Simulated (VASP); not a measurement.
# CaC2 (R-3m) in VASP: a series of runs, part 2 of 3

VASP 6.6.1. Earlier steps stand in the parts before.

## Step 3: Vibrations by perturbation theory, LDA

This run uses another cell than the first one, of 13.79 Å³/atom.

Input file INCAR:

```
SYSTEM = CaC2
PREC     = Accurate       ! precision mode
ENCUT    = 520            ! plane-wave cutoff, eV
EDIFF    = 1E-8           ! SCF threshold, eV
ISMEAR   = 0              ! smearing method
SIGMA    = 0.01           ! smearing width, eV
LREAL    = .FALSE.        ! projectors in reciprocal space
LASPH    = .TRUE.         ! aspherical terms in the spheres
NELM     = 80             ! most SCF steps
ALGO     = Normal         ! electronic algorithm
ISIF     = 2              ! what is computed and relaxed
LWAVE    = .FALSE.        ! write WAVECAR
LCHARG   = .FALSE.        ! write CHGCAR
NBANDS   = 16             ! bands
IBRION   = 8              ! ionic algorithm
NSW      = 1              ! ionic steps
LEPSILON = .TRUE.         ! dielectric tensor by DFPT
```

Input file KPOINTS:

```
regular mesh
0
G
  9 9 9
  0 0 0
```

Input file POSCAR:

```
CaC2
1.0
    1.8011778376      1.0399105094      3.6815828069
   -1.8011778376      1.0399105094      3.6815828069
    0.0000000000     -2.0798210187      3.6815828069
Ca C
1 2
Direct
    0.0000000000      0.0000000000      0.0000000000
    0.5559358742      0.5559358742      0.5559358742
    0.4440641258      0.4440641258      0.4440641258
```

Potentials or basis: VASP PAW LDA potentials, release 64 (Ca_sv, C).

Command:

```console
> cat potpaw_LDA.64/Ca_sv/POTCAR potpaw_LDA.64/C/POTCAR > POTCAR
> mpirun -np 1 vasp_std > vasp.out
```

OUTCAR:

```text
SYSTEM = CaC2
   PREC = Accurate
   ENCUT = 520
   EDIFF = 1E-8
   ISMEAR = 0
   LREAL = .FALSE.
   LASPH = .TRUE.
   NELM = 80
   ISIF = 2
   IBRION = 8
   NSW = 1
   LEPSILON = .TRUE.

 ion  position               nearest neighbor table
   1  0.000  0.000  0.000-   2 2.41   3 2.41   2 2.41   2 2.41   3 2.41   3 2.41
   2  0.556  0.556  0.556-   3 1.24   1 2.41   1 2.41   1 2.41
   3  0.444  0.444  0.444-   2 1.24   1 2.41   1 2.41   1 2.41

  LATTYP: Found a trigonal (rhomboedric) cell.
 ALAT       =     4.2284403075
 COS(alpha) =     0.6371035025

  Lattice vectors:

 A1 = (   1.8011778376,   1.0399105094,   3.6815828069)
 A2 = (  -1.8011778376,   1.0399105094,   3.6815828069)
 A3 = (   0.0000000000,  -2.0798210187,   3.6815828069)

Analysis of symmetry for initial positions (statically):
=====================================================================
 Subroutine PRICEL returns:
 Original cell was already a primitive cell.

 Routine SETGRP: Setting up the symmetry group for a
 trigonal (rhombohedral) supercell.

 Subroutine GETGRP returns: Found 12 space group operations
 (whereof 12 operations were pure point group operations)
 out of a pool of 12 trial point group operations.

The static configuration has the point symmetry D_3d.

Analysis of symmetry for dynamics (positions and initial velocities):
=====================================================================
 Subroutine PRICEL returns:
 Original cell was already a primitive cell.

 Routine SETGRP: Setting up the symmetry group for a
[... 740 lines left out ...]
    2     0.00000     2.31126     0.00000
    3     0.00000     0.00000     2.38226
 ion    2
    1    -1.15563     0.00000     0.00000
    2     0.00000    -1.15563    -0.00000
    3     0.00000    -0.00000    -1.19113
 ion    3
    1    -1.15563     0.00000     0.00000
    2     0.00000    -1.15563    -0.00000
    3     0.00000    -0.00000    -1.19113

 INTERNAL STRAIN TENSOR FOR ION    3 for displacements in x,y,z  (eV/Angst):
          X           Y           Z          XY          YZ          ZX
  --------------------------------------------------------------------------------
  x     0.00000     0.00000    -0.00000     3.73925     0.00000    -8.41875
  y     3.73925    -3.73925     0.00000     0.00000    -8.86289     0.00000
  z    -7.42681    -7.42681   102.89006     0.00000     0.00000     0.00000

 SECOND DERIVATIVES (NOT SYMMETRIZED)
 ------------------------------------
               1X          1Y          1Z          2X          2Y          2Z          3X          3Y          3Z
  1X    -8.287547    0.000000   -0.000000    4.143774    0.000000    0.000000    4.143774    0.000000    0.000000
  1Y     0.000000   -8.287547   -0.000000    0.000000    4.143774    0.000000    0.000000    4.143774    0.000000
  1Z     0.000000   -0.000000   -5.060473    0.000000    0.000000    2.530237    0.000000    0.000000    2.530237
  2X     4.146024    0.000000    0.000000   -4.393526   -0.000000    0.000000    0.247502   -0.000000    0.000000
  2Y     0.000000    4.146024    0.000000   -0.000000   -4.393526   -0.000000    0.000000    0.247502    0.000000
  2Z     0.000000    0.000000    2.530953    0.000000   -0.000000  -89.278396    0.000000    0.000000   86.747443
  3X     4.146024    0.000000    0.000000    0.247502   -0.000000    0.000000   -4.393526   -0.000000    0.000000
  3Y     0.000000    4.146024    0.000000    0.000000    0.247502    0.000000   -0.000000   -4.393526   -0.000000
  3Z     0.000000    0.000000    2.530953    0.000000    0.000000   86.747443    0.000000   -0.000000  -89.278396

 Eigenvectors and eigenvalues of the dynamical matrix
 ----------------------------------------------------

   1 f  =   59.847960 THz   376.035825 2PiTHz 1996.313075 cm-1   247.511165 meV
             X         Y         Z           dx          dy          dz
      0.000000  0.000000  0.000000    -0.000000    0.000000   -0.000000
      0.000000  0.000000  6.140172    -0.000000   -0.000000   -0.707107
      0.000000  0.000000  4.904577     0.000000    0.000000    0.707107
[... 43 lines left out ...]
   9 f/i=    0.001526 THz     0.009589 2PiTHz    0.050906 cm-1     0.006312 meV
             X         Y         Z           dx          dy          dz
      0.000000  0.000000  0.000000    -0.784090    0.102820   -0.000000
      0.000000  0.000000  6.140172    -0.429126    0.056272   -0.000000
      0.000000  0.000000  4.904577    -0.429126    0.056272   -0.000000

--------------------------------------------------------------------------------------------------------

 MACROSCOPIC STATIC DIELECTRIC TENSOR IONIC CONTRIBUTION
 ------------------------------------------------------
           2.818521    -0.000000    -0.000000
          -0.000000     2.818521     0.000000
          -0.000000     0.000000     4.904243
 ------------------------------------------------------

 ELASTIC MODULI CONTR FROM IONIC RELAXATION (kBar)
 Direction    XX          YY          ZZ          XY          YZ          ZX
 --------------------------------------------------------------------------------
 XX        -257.5908    209.0552    336.2029     -0.0000    553.0296      0.0000
 YY         209.0552   -257.5908    336.2029      0.0000   -553.0296     -0.0000
 ZZ         336.2029    336.2029  -4657.7121      0.0000     -0.0000     -0.0000
 XY          -0.0000      0.0000      0.0000   -233.3230      0.0000    525.3160
 YZ         553.0296   -553.0296     -0.0000      0.0000  -1310.8079     -0.0000
 ZX           0.0000     -0.0000     -0.0000    525.3160     -0.0000  -1182.7246
 --------------------------------------------------------------------------------

 PIEZOELECTRIC TENSOR IONIC CONTR  for field in x, y, z        (C/m^2)
          XX          YY          ZZ          XY          YZ          ZX
  --------------------------------------------------------------------------------
  x    -0.00000     0.00000     0.00000    -0.00000     0.00000    -0.00000
  y    -0.00000     0.00000    -0.00000     0.00000     0.00000    -0.00000
  z    -0.00000     0.00000    -0.00000     0.00000     0.00000    -0.00000
```

stdout:

```text
POSCAR found type information on POSCAR CaC
 POSCAR found :  2 types and       3 ions
 scaLAPACK will be used
 LDA part: xc-table for (Slater(with rela. corr.)+CA(PZ))
 , standard interpolation
 POSCAR, INCAR and KPOINTS ok, starting setup
 FFT: planning ... GRIDC
 FFT: planning ... GRID_SOFT
 FFT: planning ... GRID
[... 33 lines left out ...]
 first order change of Fermi-energy  -0.13841E-04
 force on displaced ion       1 direction 3 :   0.000  -0.000  -5.060
 Born effective charge ion    1 direction 3 :   0.000   0.000   2.381
 Linear response progress:
 first order change of Fermi-energy  -0.16739E-04
 force on displaced ion       2 direction 1 :  -4.392   0.002   0.000
 Born effective charge ion    2 direction 1 :  -1.155   0.000   0.000
 Linear response progress:
 first order change of Fermi-energy  -0.17556E+00
 force on displaced ion       2 direction 3 :   0.000  -0.000 -89.278
 Born effective charge ion    2 direction 3 :   0.000  -0.000  -1.191
 Born effective charges drift removed
 Linear response finished
```

It took 35 min on 1 thread of Intel Xeon 8259CL, shared host; peak memory 0.63 GiB.

Results:

```
Electronic dielectric tensor (diagonal) : 3.96, 3.96, 5.32
Born charges (mean of the diagonal)     : Ca +2.33; C -1.17 e
Highest phonon frequency at Γ           : 1996 cm⁻¹
```

Phonon frequencies in cm⁻¹ (negative: imaginary):
```csv
q point,frequencies
"(0.000, 0.000, 0.000)",0 0 0 303 324 324 387 387 1996
```

Electronic dielectric tensor:
```
3.96 0.00 0.00
0.00 3.96 0.00
0.00 0.00 5.32
```

Born effective charge tensors (e):
atom 1, Ca
```
2.31 0.00 0.00
0.00 2.31 0.00
0.00 0.00 2.38
```
atom 2, C
```
-1.16  0.00  0.00
 0.00 -1.16  0.00
 0.00  0.00 -1.19
```
atom 3, C
```
-1.16  0.00  0.00
 0.00 -1.16  0.00
 0.00  0.00 -1.19
```

Caveat: the cell stands under pressure or tension, which shifts response properties.

(Continued in part 3 of 3.)
